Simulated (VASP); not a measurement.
Wanted: the native input for a VASP 6.6.1 run.

| Property | Result |
| --- | --- |
| Task | single point |
| Functional | PBEsol |
| Potentials or basis | VASP PAW PBE potentials, release 64 (Au) |
| Cutoff | 520 eV |
| k mesh | 11 × 11 × 6 |
| Occupations | fermi-dirac, width 0.05 eV |
| Spin | no spin polarisation |
| Dipole correction | no |
| Further INCAR settings | ALGO = Normal; EDIFF = 1e-06; NBANDS = 18 |

The structure of Au lies in POSCAR:

```
Au
1.0
    2.8407997153      0.0000000000      0.0000000000
   -1.4203998576      2.4602047205      0.0000000000
    0.0000000000      0.0000000000      4.7803802105
Au
2
Direct
    0.6666666667      0.3333333333      0.2500000000
    0.3333333333      0.6666666667      0.7500000000
```

This cell differs from its parent crystal: volume scaled by 0.94.

These files were run (other wordings do the same):

INCAR

```
SYSTEM = Au
  PREC = Accurate
  ENCUT = 520
  EDIFF = 1E-6
  ISMEAR = -1
  SIGMA = 0.05
  LREAL = .False.
  LASPH = .True.
  NELM = 60
  ALGO = Normal
  ISIF = 2
  LWAVE = .False.
  LCHARG = .False.
  GGA = PS
  NBANDS = 18
```

KPOINTS

```
regular mesh
0
Gamma
  11 11 6
  0 0 0
```

Potentials or basis: VASP PAW PBE potentials, release 64 (Au).

Launch:

```bash
$ cat potpaw_PBE.64/Au/POTCAR > POTCAR
$ mpirun -np 1 vasp_std > vasp.out
```

Results of the run:

The pressure is 3.2 GPa and the band gap on the k mesh is zero (band 11 reaches 13.41 eV, above the bottom of band 12 at 6.93 eV).

Caveat: the PAW data sets were made with another functional, which shifts forces and pressure a little; spin-orbit coupling is left out, which moves the levels of the heavy elements.

Wall time 24 s on 1 thread of Intel Xeon 6975P-C, with other jobs on the host, peak memory 0.17 GiB.
